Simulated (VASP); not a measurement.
# Cu (P-1) in VASP: single point with PBE

Aim: the single point of Cu with PBE.

All numbers are computed with VASP 6.6.1; they aren't measurements. Logs are shortened: lines on timing, memory, paths and dates and some standing lists are left out, and cuts for length are marked.

### Step 1. The cell of the first run

The typed cell holds 2 atoms: a = 2.567 Å, b = 2.567 Å, c = 3.630 Å, α = 90.00°, β = 90.00°, γ = 90.00°.

### Step 2. Single point, PBE

The input, INCAR:

```
SYSTEM = Cu
  PREC = Accurate
  ENCUT = 520
  EDIFF = 1E-7
  ISMEAR = 0
  SIGMA = 0.15
  LREAL = .FALSE.
  LASPH = .TRUE.
  NELM = 80
  ALGO = Fast
  ISIF = 2
  LWAVE = .FALSE.
  LCHARG = .FALSE.
  GGA = PE
  NBANDS = 18
```

The input, KPOINTS:

```
Automatic mesh
0
G
  14 14 10
  0 0 0
```

The input, POSCAR:

```
Cu
1.0
    0.0000000000     -1.8148741278     -1.8148741278
    0.0000000000      1.8148741278     -1.8148741278
    3.6297482556      0.0000000000      0.0000000000
Cu
2
Direct
    0.4471168763      0.4644734244      0.4273031795
    0.0528831237      0.0355265756      0.0726968205
```

Potentials or basis: VASP PAW PBE potentials, release 64 (Cu).

Command:

```console
cat potpaw_PBE.64/Cu/POTCAR > POTCAR
mpirun -np 1 vasp_std > vasp.out
```

OUTCAR:

```text
SYSTEM = Cu
   PREC = Accurate
   ENCUT = 520
   EDIFF = 1E-7
   ISMEAR = 0
   LREAL = .FALSE.
   LASPH = .TRUE.
   NELM = 80
   ISIF = 2
   GGA = PE

 ion  position               nearest neighbor table
   1  0.447  0.464  0.427-   2 1.97   2 2.20   2 2.30   2 2.49   2 2.78
   2  0.053  0.036  0.073-   1 1.97   1 2.20   1 2.30   1 2.49   1 2.78

  LATTYP: Found a simple tetragonal cell.
 ALAT       =     2.5666196055
 C/A-ratio  =     1.4142135624

  Lattice vectors:

 A1 = (   0.0000000000,  -1.8148741278,  -1.8148741278)
 A2 = (   0.0000000000,   1.8148741278,  -1.8148741278)
 A3 = (   3.6297482556,   0.0000000000,   0.0000000000)

Analysis of symmetry for initial positions (statically):
=====================================================================
 Subroutine PRICEL returns:
 Original cell was already a primitive cell.

 Routine SETGRP: Setting up the symmetry group for a
 simple tetragonal supercell.

 Subroutine GETGRP returns: Found  2 space group operations
 (whereof  1 operations were pure point group operations)
 out of a pool of 16 trial point group operations.

The static configuration has the point symmetry C_1 .
 The point group associated with its full space group is S_2 .

Analysis of symmetry for dynamics (positions and initial velocities):
=====================================================================
 Subroutine PRICEL returns:
 Original cell was already a primitive cell.

 Routine SETGRP: Setting up the symmetry group for a
 simple tetragonal supercell.

 Subroutine GETGRP returns: Found  2 space group operations
 (whereof  1 operations were pure point group operations)
 out of a pool of 16 trial point group operations.

The dynamic configuration has the point symmetry C_1 .
 The point group associated with its full space group is S_2 .

 Subroutine INISYM returns: Found  2 space group operations
 (whereof  1 operations are pure point group operations),
 and found     1 'primitive' translations

----------------------------------------------------------------------------------------

                                     Primitive cell

  volume of cell :      23.9111

  direct lattice vectors                    reciprocal lattice vectors
     0.000000000 -1.814874128 -1.814874128     0.000000000 -0.275501200 -0.275501200
     0.000000000  1.814874128 -1.814874128     0.000000000  0.275501200 -0.275501200
     3.629748256  0.000000000  0.000000000     0.275501200  0.000000000  0.000000000

  length of vectors
     2.566619606  2.566619606  3.629748256     0.389617533  0.389617533  0.275501200

  position of ions in fractional coordinates (direct lattice)
     0.447116876  0.464473424  0.427303180
     0.052883124  0.035526576  0.072696820

  ion indices of the primitive-cell ions
   primitive index   ion index
                 1           1
                 2           2

----------------------------------------------------------------------------------------

 KPOINTS: Automatic mesh

Automatic generation of k-mesh.
 Grid dimensions read from file:
 generate k-points for:   14   14   10

 Generating k-lattice:

  Cartesian coordinates                     Fractional coordinates (reciprocal lattice)
     0.000000000 -0.019678657 -0.019678657     0.071428571  0.000000000  0.000000000
     0.000000000  0.019678657 -0.019678657     0.000000000  0.071428571  0.000000000
     0.027550120  0.000000000  0.000000000     0.000000000  0.000000000  0.100000000

  Length of vectors
     0.027829824  0.027829824  0.027550120

  Shift w.r.t. Gamma in fractional coordinates (k-lattice)
     0.000000000  0.000000000  0.000000000

 Subroutine IBZKPT returns following result:
 ===========================================

 Found    984 irreducible k-points:

 Following reciprocal coordinates:
            Coordinates               Weight
  0.000000  0.000000  0.000000      1.000000
  0.071429  0.000000  0.000000      2.000000
  0.000000  0.071429  0.000000      2.000000
  0.142857  0.000000  0.000000      2.000000
  0.000000  0.142857  0.000000      2.000000
  0.214286  0.000000  0.000000      2.000000
[... 16 lines left out ...]
 -0.071429  0.214286  0.000000      2.000000
 -0.214286  0.071429  0.000000      2.000000
 [... further k-points ...]
   k-points           NKPTS =    984   k-points in BZ     NKDIM =    984   number of bands    NBANDS=     18
   number of dos      NEDOS =    301   number of ions     NIONS =      2
   total plane-waves  NPLWV =  11200
   dimension x,y,z NGX =    20 NGY =   20 NGZ =   28
   dimension x,y,z NGXF=    40 NGYF=   40 NGZF=   56
   ions per type =               2
   NGX,Y,Z   is equivalent  to a cutoff of  12.95, 12.95, 12.82 a.u.
   NGXF,Y,Z  is equivalent  to a cutoff of  25.91, 25.91, 25.65 a.u.
 SYSTEM =  Cu
   PREC   = accura    normal or accurate (medium, high low for compatibility)
   ISTART =      0    job   : 0-new  1-cont  2-samecut
   ICHARG =      2    charge: 1-file 2-atom 10-const
   ISPIN  =      1    spin polarized calculation?
   LNONCOLLINEAR =      F non collinear calculations
   LSORBIT =      F    spin-orbit coupling
   LASPH  =      T    aspherical Exc in radial PAW
   ENCUT  =  520.0 eV  38.22 Ry    6.18 a.u.   4.77  4.77  6.75*2*pi/ulx,y,z
   NELM   =     80;   NELMIN=  2; NELMDL= -5     # of ELM steps
   EDIFF  = 0.1E-06   stopping-criterion for ELM
   LREAL  =      F    real-space projection
   EDIFFG = 0.1E-05   stopping-criterion for IOM
   NSW    =      0    number of steps for IOM
   IBRION =     -1    ionic relax: 0-MD 1-quasi-New 2-CG
   NFREE  =      0    steps in history (QN), initial steepest desc. (CG)
   ISIF   =      2    stress and relaxation
   ISYM   =      2    0-nonsym 1-usesym 2-fastsym
   POTIM  = 0.5000    time-step for ionic-motion
   TEBEG  =    0.0;   TEEND  =   0.0 temperature during run
   PSTRESS=    0.0 pullay stress
   NELECT =      22.0000    total number of electrons
   NUPDOWN=      -1.0000    fix difference up-down
   EMIN   =  10.00;   EMAX   =-10.00  energy-range for DOS
   EFERMI =   0.00;   METHOD = LEGACY
   ISMEAR =     0;   SIGMA  =   0.15  broadening in eV -4-tet -1-fermi 0-gaus
   EFERMI_NEDOS =   21; number of points for ismear=-14 and -15
   IALGO  =     68    algorithm
   IMIX   =      4    mixing-type and parameters
     AMIX     =   0.40;   BMIX     =  1.00
     AMIX_MAG =   1.60;   BMIX_MAG =  1.00
  volume/ion in A,a.u.               =      11.96        80.68
  Fermi-wavevector in a.u.,A,eV,Ry     =   1.592267  3.008948 34.495042  2.535314
  Thomas-Fermi vector in A             =   2.690679
   LORBIT       =      0    0 simple, 1 ext, 2 COOP (PROOUT), +10 PAW based schemes
   GGA     = PE    functional components
   LHFCALC =     F    Hartree Fock is set to
   AEXX    =    0.0000 exact exchange contribution
   IVDW    =     0    specifies the selected vdW correction
   LEPSILON=     F    determine dielectric tensor
   LRPA    =     F    only Hartree local field effects (RPA)
 non-spin polarized calculation
 RMM-DIIS sequential band-by-band and
 Gauss-broadening in eV      SIGMA  =   0.15
  energy-cutoff  :      520.00
  volume of cell :       23.91
 maximum number of plane-waves:       664
   NGX =  9   NGY =  9   NGZ = 13

 number of electron      22.0000001 magnetization

 Free energy of the ion-electron system (eV)
  ---------------------------------------------------
  ext. energy  EPLUGINS =         0.00000000
  ---------------------------------------------------
  free energy    TOTEN  =        -5.88258038 eV

  energy without entropy =       -5.87475420  energy(sigma->0) =       -5.87866729

 E-fermi :   7.5800     XC(G=0): -12.5078

 val. band max:        7.5704031278   @ k =  -0.3571  -0.3571   0.3000
 cond. band min:       7.5811321459   @ k =  -0.4286  -0.2143   0.4000
 fundamental gap:      0.0107290181
 Fermi energy:         7.5799931110

 k-point     1 :       0.0000    0.0000    0.0000
  band No.  band energies     occupation
      1      -1.8725      2.00000
      2       2.2163      2.00000
      3       2.3753      2.00000
      4       3.6030      2.00000
      5       3.8727      2.00000
      6       4.8193      2.00000
[... 10 lines left out ...]
     17      26.6094      0.00000
     18      30.8981      0.00000

 k-point     2 :       0.0714    0.0000    0.0000
  band No.  band energies     occupation
      1      -1.7497      2.00000
      2       2.2373      2.00000
      3       2.4272      2.00000
      4       3.5958      2.00000
      5       3.8834      2.00000
      6       4.7733      2.00000
[... 10 lines left out ...]
     17      27.3866      0.00000
     18      30.0761      0.00000

 k-point     3 :       0.0000    0.0714    0.0000
  band No.  band energies     occupation
      1      -1.7490      2.00000
      2       2.2807      2.00000
      3       2.3853      2.00000
      4       3.5945      2.00000
      5       3.8808      2.00000
      6       4.7358      2.00000
[... 10 lines left out ...]
     17      27.5858      0.00000
     18      30.1458      0.00000

 k-point     4 :       0.1429    0.0000    0.0000
  band No.  band energies     occupation
      1      -1.3865      2.00000
      2       2.2788      2.00000
      3       2.5879      2.00000
      4       3.5761      2.00000
      5       3.8993      2.00000
      6       4.6119      2.00000
[... 10 lines left out ...]
     17      28.0253      0.00000
     18      28.0567      0.00000

 k-point     5 :       0.0000    0.1429    0.0000
  band No.  band energies     occupation
      1      -1.3837      2.00000
      2       2.4044      2.00000
      3       2.4683      2.00000
      4       3.5739      2.00000
      5       3.8892      2.00000
      6       4.5287      2.00000
[... 10 lines left out ...]
     17      28.0192      0.00000
     18      28.2832      0.00000

 k-point     6 :       0.2143    0.0000    0.0000
  band No.  band energies     occupation
      1      -0.8011      2.00000
      2       2.3188      2.00000
      3       2.8305      2.00000
      4       3.5481      2.00000
      5       3.8711      2.00000
      6       4.4213      2.00000
[... 10 lines left out ...]
     17      25.9334      0.00000
     18      26.6119      0.00000

 k-point     7 :       0.0000    0.2143    0.0000
  band No.  band energies     occupation
      1      -0.7941      2.00000
      2       2.4330      2.00000
      3       2.7302      2.00000
      4       3.5520      2.00000
      5       3.8493      2.00000
      6       4.3105      2.00000
[... 10 lines left out ...]
     17      26.0253      0.00000
     18      26.3785      0.00000

 k-point     8 :       0.2857    0.0000    0.0000
  band No.  band energies     occupation
      1      -0.0315      2.00000
      2       2.3459      2.00000
      3       3.0906      2.00000
      4       3.5179      2.00000
      5       3.7622      2.00000
      6       4.2934      2.00000
[... 10 lines left out ...]
     17      24.0014      0.00000
     18      26.7508      0.00000
[... 229 lines left out ...]
     17      28.1294      0.00000
     18      28.3228      0.00000

 k-point    20 :      -0.1429    0.0714    0.0000
  band No.  band energies     occupation
      1      -1.2663      2.00000
      2       2.3333      2.00000
      3       2.5895      2.00000
      4       3.5552      2.00000
      5       3.9148      2.00000
      6       4.4491      2.00000
[... 10 lines left out ...]
     17      28.1085      0.00000
     18      28.1661      0.00000

 k-point    21 :       0.0714    0.1429    0.0000
  band No.  band energies     occupation
      1      -1.2624      2.00000
      2       2.4669      2.00000
      3       2.4928      2.00000
      4       3.5637      2.00000
      5       3.9042      2.00000
      6       4.4751      2.00000
[... 10 lines left out ...]
     17      28.1499      0.00000
     18      28.3398      0.00000

 k-point    22 :       0.2143    0.0714    0.0000
  band No.  band energies     occupation
      1      -0.6820      2.00000
      2       2.3877      2.00000
      3       2.8539      2.00000
      4       3.5110      2.00000
      5       3.8882      2.00000
      6       4.3934      2.00000
[... 10 lines left out ...]
     17      26.1016      0.00000
     18      27.8564      0.00000

 k-point    23 :      -0.0714    0.2143    0.0000
  band No.  band energies     occupation
      1      -0.6789      2.00000
      2       2.4734      2.00000
      3       2.7295      2.00000
      4       3.5371      2.00000
      5       3.8739      2.00000
      6       4.1979      2.00000
[... 10 lines left out ...]
     17      26.2004      0.00000
     18      27.7638      0.00000

 k-point    24 :      -0.2143    0.0714    0.0000
  band No.  band energies     occupation
      1      -0.6851      2.00000
      2       2.3668      2.00000
      3       2.8230      2.00000
      4       3.5313      2.00000
      5       3.8839      2.00000
      6       4.2750      2.00000
[... 10 lines left out ...]
     17      26.1461      0.00000
     18      28.0150      0.00000

 [... further k-points ...]

------------------------ aborting loop because EDIFF is reached ----------------------------------------

  FORCE on cell =-STRESS in cart. coord.  units (eV):
  Direction    XX          YY          ZZ          XY          YZ          ZX
  --------------------------------------------------------------------------------------
  -------------------------------------------------------------------------------------
  Total        5.3999655      3.8561906      6.3938385     -0.5330167     -0.5135455     -4.3433341
  in kB      361.8278957    258.3863439    428.4229447    -35.7150988    -34.4104216   -291.0276815
  external PRESSURE =     349.5457281 kB  Pullay stress =       0.0000000 kB

 VOLUME and BASIS-vectors are now :
 -----------------------------------------------------------------------------
  energy-cutoff  :      520.00
  volume of cell :       23.91
      direct lattice vectors                 reciprocal lattice vectors
     0.000000000 -1.814874128 -1.814874128     0.000000000 -0.275501200 -0.275501200
     0.000000000  1.814874128 -1.814874128     0.000000000  0.275501200 -0.275501200
     3.629748256  0.000000000  0.000000000     0.275501200  0.000000000  0.000000000

 POSITION                                       TOTAL-FORCE (eV/Angst)
 -----------------------------------------------------------------------------------
      1.55100      0.03150     -1.65442         5.804010     -0.456223     -3.609882
      0.26387     -0.03150     -0.16045        -5.804010      0.456223      3.609882
 -----------------------------------------------------------------------------------
    total drift:                                0.000000     -0.000000      0.000000

  FREE ENERGIE OF THE ION-ELECTRON SYSTEM (eV)
  ---------------------------------------------------
  free  energy   TOTEN  =        -5.8825803849 eV

  energy  without entropy=       -5.8747542009  energy(sigma->0) =       -5.87866729
```

Run time: 3.8 min. Hardware: 1 thread of Intel Xeon 6975P-C (Granite Rapids), shared host; peak memory 0.43 GiB.

Results:

* Free energy: -5.8826 eV
* Pressure: 35.0 GPa
* Largest force: 6.850 eV/Å
* Band gap on the k mesh: zero (bands 11 and 12 overlap by 5.57 eV)

Forces on the atoms (eV/Å):
```
Cu   5.804 -0.456 -3.610
Cu  -5.804  0.456  3.610
```

Stress tensor (GPa, compression positive):
```
 36.18  -3.57 -29.10
 -3.57  25.84  -3.44
-29.10  -3.44  42.84
```

Levels at points of the mesh, in eV from the Fermi level:
```
           k point  band 8  band 9  band 10  band 11  band 12  band 13  band 14  band 15
(0.00, 0.00, 0.00)   -2.47   -2.10    -1.88    -1.26     2.81     5.84    13.10    13.40
(0.50, 0.00, 0.00)   -2.28   -1.95    -1.44    -1.06    -0.06     7.47     8.80    11.86
(0.00, 0.50, 0.00)   -2.30   -1.93    -1.60    -0.93    -0.20     7.62     8.53    12.11
(0.50, 0.50, 0.00)   -1.96   -1.81    -1.69     1.45     1.87     6.50     7.04    13.05
(0.00, 0.00, 0.50)   -2.40   -2.34    -2.07    -1.66    -1.40    15.44    15.52    16.01
(0.50, 0.00, 0.50)   -2.23   -1.76    -1.38    -1.03    -0.17     2.96     3.80    20.96
(0.00, 0.50, 0.50)   -2.36   -1.80    -1.54    -0.98    -0.38     3.17     3.74    21.03
(0.50, 0.50, 0.50)   -2.08   -1.96    -1.69     4.15     4.37     6.83     7.95     8.05
```

Caveat: the stress differs along the axes, from 26 to 43 GPa; forces of over 1 eV/Å act on the atoms, so gaps and moduli don't describe the material at rest.
